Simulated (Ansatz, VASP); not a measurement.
## Cd2S: VASP beside Ansatz

```
Cd S
1.0
     4.04805    0.00000    0.00000
    -2.02402    3.50571    0.00000
     0.00000    0.00000   11.31876
Cd S
4 2
Direct
  0.33333 0.66667 0.33812
  0.33333 0.66667 0.85578
  0.66667 0.33333 0.66279
  0.00000 0.00000 0.02256
  0.00000 0.00000 0.24852
  0.33333 0.66667 0.56323
```

Alike in both runs: functional PBE; k mesh 5 × 5 × 2; occupations gaussian, width 0.2 eV; no spin polarisation.

Ansatz relaxed the structure, and its values are those at the end. VASP's run is a single point on that final structure, the one shown.

```csv
,VASP,Ansatz
version,VASP 6.6.1,Ansatz 0.2.0
potentials or method,"VASP PAW PBE potentials, release 64 (Cd, S), cutoff 520 eV","scalar-relativistic, plane waves, PAW"
valence electrons in the cell,60,92
```

```tsv
	VASP	Ansatz	Ansatz less VASP
gap on the k mesh at the Fermi level (eV)	0.22	0.22	0.000
least direct gap on the mesh (eV)	0.79	0.79	-0.004
pressure (GPa)	0.3	0.0	-0.25
rms of the force components (eV/Å)	0.022	0.022	-0.0002
```

VASP's potentials hold 60 valence electrons a cell and Ansatz's 92, so a difference there can come from the potentials and not from the codes.
